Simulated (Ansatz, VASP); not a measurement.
# Two plane-wave programs on Ti2BeAlB

Contents of INCAR:

```
SYSTEM = Ti2BeAlB
PREC = Accurate ; ENCUT = 520
EDIFF = 1E-6 ; ISMEAR = 0
SIGMA = 0.1 ; LREAL = .FALSE.
LASPH = .TRUE. ; NELM = 150
ALGO = Normal ; ISIF = 2
LWAVE = .FALSE. ; LCHARG = .FALSE.
ISPIN = 2 ; MAGMOM = 1 1 0 0 0
LORBIT = 11 ; LMAXMIX = 4
GGA = PE ; NBANDS = 28
```

KPOINTS

```
Automatic mesh
0
G
  6 6 2
  0 0 0
```

POSCAR

```
Ti2BeAlB
1.0
    2.8407057253      0.0000000000      0.0000000000
   -1.4203528627      2.4601233228      0.0000000000
    0.0000000000      0.0000000000      9.7272961684
Ti Be Al B
2 1 1 1
Direct
    0.0000000000      0.0000000000      0.0126255484
    0.0000000000      0.0000000000      0.3525844523
    0.3333333333      0.6666666667      0.5661748381
    0.6666666667      0.3333333333      0.7698894558
    0.3333333333      0.6666666667      0.1827630055
```

Input for Ansatz:

```yaml
crystal:
  lattice:
    - [2.8407057253, 0.0, 0.0]
    - [-1.4203528627, 2.4601233228, 0.0]
    - [0.0, 0.0, 9.7272961684]
  atoms:
    - { symbol: Ti, position: [0.0, 0.0, 0.0126255484], spin: 1.0 }
    - { symbol: Ti, position: [0.0, 0.0, 0.3525844523], spin: 1.0 }
    - { symbol: Be, position: [0.3333333333, 0.6666666667, 0.5661748381] }
    - { symbol: Al, position: [0.6666666667, 0.3333333333, 0.7698894558] }
    - { symbol: B, position: [0.3333333333, 0.6666666667, 0.1827630055] }
basis:
  ecutwfc: 420
kpoints:
  mp_grid: { grid: [6, 6, 2] }
hamiltonian:
  xc: pbe
scf:
  occupations: { method: gaussian, width: 0.1 }
  lower_state_search: "off"
output:
  forces: true
  stress: true
  eigenvalues: true
  populations: true
magnetization:
  spin_polarized: true
```

Alike in both runs: task single point; functional PBE; k mesh 6 × 6 × 2; occupations gaussian, width 0.1 eV; collinear spin.

|  | VASP | Ansatz |
| --- | --- | --- |
| version | VASP 6.6.1 | Ansatz 0.2.0 |
| potentials or method | VASP PAW PBE potentials, release 64 (Ti_sv, Be, Al, B), cutoff 520 eV | scalar-relativistic, plane waves, PAW |
| valence electrons in the cell | 32 | 32 |

```tsv
	VASP	Ansatz	Ansatz less VASP
gap on the k mesh at the Fermi level (eV)	none	none	-
pressure (GPa)	0.1	0.2	+0.09
traceless stress, the component that is largest in VASP (GPa)	-0.14	-0.22	-0.071
rms of the force components (eV/Å)	0.016	0.018	+0.0018
net moment per atom (μB)	0.07	0.07	0.000
size of the moment on the site where the two differ most (μB)	0.28	0.23	-0.050
```

Site moments also hang on the region over which each program counts them. Atom by atom the forces differ by 0.002 eV/Å (rms over components). A gap of «none» marks a metal or a gap that the smearing closes.

The k mesh is coarse, so the values compare programs but aren't converged.
